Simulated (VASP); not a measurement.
# Ir (Fm-3m) in VASP: notebook

Runs on Ir. Level: PBE. Tasks: single point, relaxation of cell and atoms.

All numbers are computed with VASP 6.6.1; they aren't measurements. Logs are shortened: lines on timing, memory, paths and dates and some standing lists are left out, and cuts for length are marked.

## 1. The cell of the first run

The structure is cubic, space group Fm-3m (No. 225). The conventional cell has a = 3.871 Å, b = 3.871 Å, c = 3.871 Å, α = 90.00°, β = 90.00°, γ = 90.00°. Ir (site symmetry m-3m) has 12 Ir at 2.74 Å within 3.6 Å.

## 2. Single point, PBE, collinear spin, ferromagnetic start

File INCAR:

```
PREC = Accurate
ENCUT = 520
EDIFF = 1E-6
ISMEAR = -1
SIGMA = 0.05
LREAL = F
LASPH = T
NELM = 150
ALGO = Normal
ISIF = 2
LWAVE = F
LCHARG = F
ISPIN = 2
MAGMOM = 1
LORBIT = 11
LMAXMIX = 4
GGA = PE
NBANDS = 14
```

File KPOINTS:

```
Automatic mesh
0
Gamma
  23 23 23
```

File POSCAR:

```
Ir
1.0
    0.0000000000      1.9357313510      1.9357313510
    1.9357313510      0.0000000000      1.9357313510
    1.9357313510      1.9357313510      0.0000000000
Ir
1
Direct
    0.0000000000      0.0000000000      0.0000000000
```

Potentials or basis: VASP PAW PBE potentials, release 64 (Ir).

On the command line:

```console
$ cat potpaw_PBE.64/Ir/POTCAR > POTCAR
$ mpirun -np 1 vasp_std > vasp.out
```

OUTCAR:

```text
PREC = Accurate
   ENCUT = 520
   EDIFF = 1E-6
   ISMEAR = -1
   LREAL = F
   LASPH = T
   NELM = 150
   ISIF = 2
   ISPIN = 2
   LORBIT = 11
   GGA = PE

 ion  position               nearest neighbor table
   1  0.000  0.000  0.000-

  LATTYP: Found a face centered cubic cell.
 ALAT       =     3.8714627020

  Lattice vectors:

 A1 = (   0.0000000000,   1.9357313510,   1.9357313510)
 A2 = (   1.9357313510,   0.0000000000,   1.9357313510)
 A3 = (   1.9357313510,   1.9357313510,   0.0000000000)

Analysis of symmetry for initial positions (statically):
=====================================================================
 Subroutine PRICEL returns:
 Original cell was already a primitive cell.

 Routine SETGRP: Setting up the symmetry group for a
 face centered cubic supercell.

 Subroutine GETGRP returns: Found 48 space group operations
 (whereof 48 operations were pure point group operations)
 out of a pool of 48 trial point group operations.

The static configuration has the point symmetry O_h .

Analysis of symmetry for dynamics (positions and initial velocities):
=====================================================================
 Subroutine PRICEL returns:
 Original cell was already a primitive cell.

 Routine SETGRP: Setting up the symmetry group for a
 face centered cubic supercell.

 Subroutine GETGRP returns: Found 48 space group operations
 (whereof 48 operations were pure point group operations)
 out of a pool of 48 trial point group operations.

The dynamic configuration has the point symmetry O_h .

Analysis of structural, dynamic, and magnetic symmetry:
=====================================================================
 Subroutine PRICEL returns:
 Original cell was already a primitive cell.

 Routine SETGRP: Setting up the symmetry group for a
 face centered cubic supercell.

 Subroutine GETGRP returns: Found 48 space group operations
 (whereof 48 operations were pure point group operations)
 out of a pool of 48 trial point group operations.

The overall configuration has the point symmetry O_h .

 Subroutine INISYM returns: Found 48 space group operations
 (whereof 48 operations are pure point group operations),
 and found     1 'primitive' translations

----------------------------------------------------------------------------------------

                                     Primitive cell

  volume of cell :      14.5066

  direct lattice vectors                    reciprocal lattice vectors
     0.000000000  1.935731351  1.935731351    -0.258300306  0.258300306  0.258300306
     1.935731351  0.000000000  1.935731351     0.258300306 -0.258300306  0.258300306
     1.935731351  1.935731351  0.000000000     0.258300306  0.258300306 -0.258300306

  length of vectors
     2.737537530  2.737537530  2.737537530     0.447389253  0.447389253  0.447389253

  position of ions in fractional coordinates (direct lattice)
     0.000000000  0.000000000  0.000000000

  ion indices of the primitive-cell ions
   primitive index   ion index
                 1           1

----------------------------------------------------------------------------------------

 KPOINTS: Automatic mesh

Automatic generation of k-mesh.
 Grid dimensions read from file:
 generate k-points for:   23   23   23

 Generating k-lattice:

  Cartesian coordinates                     Fractional coordinates (reciprocal lattice)
    -0.011230448  0.011230448  0.011230448     0.043478261  0.000000000  0.000000000
     0.011230448 -0.011230448  0.011230448     0.000000000  0.043478261  0.000000000
     0.011230448  0.011230448 -0.011230448     0.000000000  0.000000000  0.043478261

  Length of vectors
     0.019451707  0.019451707  0.019451707

  Shift w.r.t. Gamma in fractional coordinates (k-lattice)
     0.000000000  0.000000000  0.000000000

 Subroutine IBZKPT returns following result:
 ===========================================

 Found    364 irreducible k-points:

 Following reciprocal coordinates:
            Coordinates               Weight
  0.000000  0.000000  0.000000      1.000000
  0.043478  0.000000  0.000000      8.000000
  0.086957  0.000000  0.000000      8.000000
  0.130435  0.000000  0.000000      8.000000
  0.173913  0.000000  0.000000      8.000000
  0.217391  0.000000  0.000000      8.000000
[... 16 lines left out ...]
  0.478261  0.043478  0.000000     24.000000
 -0.478261  0.043478  0.000000     24.000000
 [... further k-points ...]
   k-points           NKPTS =    364   k-points in BZ     NKDIM =    364   number of bands    NBANDS=     14
   number of dos      NEDOS =    301   number of ions     NIONS =      1
   total plane-waves  NPLWV =   8000
   dimension x,y,z NGX =    20 NGY =   20 NGZ =   20
   dimension x,y,z NGXF=    40 NGYF=   40 NGZF=   40
   ions per type =               1
   NGX,Y,Z   is equivalent  to a cutoff of  12.15, 12.15, 12.15 a.u.
   NGXF,Y,Z  is equivalent  to a cutoff of  24.29, 24.29, 24.29 a.u.
 SYSTEM =  unknown system
   PREC   = accura    normal or accurate (medium, high low for compatibility)
   ISTART =      0    job   : 0-new  1-cont  2-samecut
   ICHARG =      2    charge: 1-file 2-atom 10-const
   ISPIN  =      2    spin polarized calculation?
   LNONCOLLINEAR =      F non collinear calculations
   LSORBIT =      F    spin-orbit coupling
   LASPH  =      T    aspherical Exc in radial PAW
   ENCUT  =  520.0 eV  38.22 Ry    6.18 a.u.   5.09  5.09  5.09*2*pi/ulx,y,z
   NELM   =    150;   NELMIN=  2; NELMDL= -5     # of ELM steps
   EDIFF  = 0.1E-05   stopping-criterion for ELM
   LREAL  =      F    real-space projection
   EDIFFG = 0.1E-04   stopping-criterion for IOM
   NSW    =      0    number of steps for IOM
   IBRION =     -1    ionic relax: 0-MD 1-quasi-New 2-CG
   NFREE  =      0    steps in history (QN), initial steepest desc. (CG)
   ISIF   =      2    stress and relaxation
   ISYM   =      2    0-nonsym 1-usesym 2-fastsym
   POTIM  = 0.5000    time-step for ionic-motion
   TEBEG  =    0.0;   TEEND  =   0.0 temperature during run
   PSTRESS=    0.0 pullay stress
   NELECT =       9.0000    total number of electrons
   NUPDOWN=      -1.0000    fix difference up-down
   EMIN   =  10.00;   EMAX   =-10.00  energy-range for DOS
   EFERMI =   0.00;   METHOD = LEGACY
   ISMEAR =    -1;   SIGMA  =   0.05  broadening in eV -4-tet -1-fermi 0-gaus
   EFERMI_NEDOS =   21; number of points for ismear=-14 and -15
   IALGO  =     38    algorithm
   IMIX   =      4    mixing-type and parameters
     AMIX     =   0.40;   BMIX     =  1.00
     AMIX_MAG =   1.60;   BMIX_MAG =  1.00
  volume/ion in A,a.u.               =      14.51        97.90
  Fermi-wavevector in a.u.,A,eV,Ry     =   1.396263  2.638555 26.525246  1.949551
  Thomas-Fermi vector in A             =   2.519634
   LORBIT       =     11    0 simple, 1 ext, 2 COOP (PROOUT), +10 PAW based schemes
   GGA     = PE    functional components
   LHFCALC =     F    Hartree Fock is set to
   AEXX    =    0.0000 exact exchange contribution
   IVDW    =     0    specifies the selected vdW correction
   LEPSILON=     F    determine dielectric tensor
   LRPA    =     F    only Hartree local field effects (RPA)
 spin polarized calculation
  energy-cutoff  :      520.00
  volume of cell :       14.51
 maximum number of plane-waves:       398
   NGX = 11   NGY = 11   NGZ = 11

 number of electron       9.0000000 magnetization       0.0010467

 number of electron       9.0000000 magnetization      -0.0000056

 Free energy of the ion-electron system (eV)
  ---------------------------------------------------
  ext. energy  EPLUGINS =         0.00000000
  ---------------------------------------------------
  free energy    TOTEN  =        -8.85610198 eV

  energy without entropy =       -8.84952252  energy(sigma->0) =       -8.85281225

 E-fermi :   9.9472     XC(G=0): -13.8394

 val. band max:        9.9297886326   @ k =  -0.3478   0.3043   0.0000
 cond. band min:       9.9519917802   @ k =  -0.3043   0.3478   0.0435
 fundamental gap:      0.0222031476
 Fermi energy:         9.9472068483

 spin component 1

 k-point     1 :       0.0000    0.0000    0.0000
  band No.  band energies     occupation
      1      -0.8750      1.00000
      2       6.2348      1.00000
      3       6.2348      1.00000
      4       6.2348      1.00000
      5       8.8176      1.00000
      6       8.8176      1.00000
      7      24.3487      0.00000
      8      29.7861      0.00000
      9      29.7861      0.00000
     10      29.7861      0.00000
     11      34.5999      0.00000
     12      42.2421      0.00000
     13      42.2421      0.00000
     14      42.2425      0.00000
[... 375 lines left out ...]
 k-point    24 :      -0.4783    0.0435    0.0000
  band No.  band energies     occupation
      1       2.2066      1.00000
      2       6.0747      1.00000
      3       6.1943      1.00000
      4       8.9034      1.00000
      5      10.7935      0.00000
      6      11.2649      0.00000
      7      16.9635      0.00000
      8      24.0259      0.00000
      9      29.3259      0.00000
     10      29.5404      0.00000
     11      39.0487      0.00000
     12      39.1381      0.00000
     13      40.4411      0.00000
     14      42.5521      0.00000

 [... further k-points ...]

 spin component 2

 k-point     1 :       0.0000    0.0000    0.0000
  band No.  band energies     occupation
      1      -0.8750      1.00000
      2       6.2348      1.00000
      3       6.2348      1.00000
      4       6.2348      1.00000
      5       8.8176      1.00000
      6       8.8176      1.00000
      7      24.3487      0.00000
      8      29.7861      0.00000
      9      29.7861      0.00000
     10      29.7861      0.00000
     11      34.5999      0.00000
     12      42.2421      0.00000
     13      42.2421      0.00000
     14      42.2421      0.00000
[... 375 lines left out ...]
 k-point    24 :      -0.4783    0.0435    0.0000
  band No.  band energies     occupation
      1       2.2066      1.00000
      2       6.0747      1.00000
      3       6.1943      1.00000
      4       8.9034      1.00000
      5      10.7935      0.00000
      6      11.2649      0.00000
      7      16.9635      0.00000
      8      24.0259      0.00000
      9      29.3259      0.00000
     10      29.5404      0.00000
     11      39.0487      0.00000
     12      39.1381      0.00000
     13      40.4411      0.00000
     14      42.5512      0.00000

 [... further k-points ...]

------------------------ aborting loop because EDIFF is reached ----------------------------------------

  FORCE on cell =-STRESS in cart. coord.  units (eV):
  Direction    XX          YY          ZZ          XY          YZ          ZX
  --------------------------------------------------------------------------------------
  -------------------------------------------------------------------------------------
  Total        0.0214997      0.0214997      0.0214997     -0.0000000      0.0000000      0.0000000
  in kB        2.3745302      2.3745302      2.3745302     -0.0000000      0.0000000      0.0000000
  external PRESSURE =       2.3745302 kB  Pullay stress =       0.0000000 kB

 VOLUME and BASIS-vectors are now :
 -----------------------------------------------------------------------------
  energy-cutoff  :      520.00
  volume of cell :       14.51
      direct lattice vectors                 reciprocal lattice vectors
     0.000000000  1.935731351  1.935731351    -0.258300306  0.258300306  0.258300306
     1.935731351  0.000000000  1.935731351     0.258300306 -0.258300306  0.258300306
     1.935731351  1.935731351  0.000000000     0.258300306  0.258300306 -0.258300306

 POSITION                                       TOTAL-FORCE (eV/Angst)
 -----------------------------------------------------------------------------------
      0.00000      0.00000      0.00000         0.000000      0.000000      0.000000
 -----------------------------------------------------------------------------------
    total drift:                                0.000000     -0.000000     -0.000000

  FREE ENERGIE OF THE ION-ELECTRON SYSTEM (eV)
  ---------------------------------------------------
  free  energy   TOTEN  =        -8.8561019837 eV

  energy  without entropy=       -8.8495225247  energy(sigma->0) =       -8.85281225

 total charge

# of ion       s       p       d       tot
------------------------------------------
    1        0.660   0.707   6.946   8.314

 magnetization (x)

# of ion       s       p       d       tot
------------------------------------------
    1       -0.000   0.000  -0.000  -0.000
```

Wall time 94 s (1 thread of Intel Xeon 6975P-C, shared host); peak memory 0.22 GiB.

Results:

```yaml
Free_energy: -8.8561 eV
Pressure: 0.2 GPa
Net_moment: 0.00 μB per cell
Valence_electrons_inside_the_program's_atomic_spheres: Ir 8.31
```

Caveat: spin-orbit coupling is left out, which moves the levels of the heavy elements.

[end of part 1 of 2]
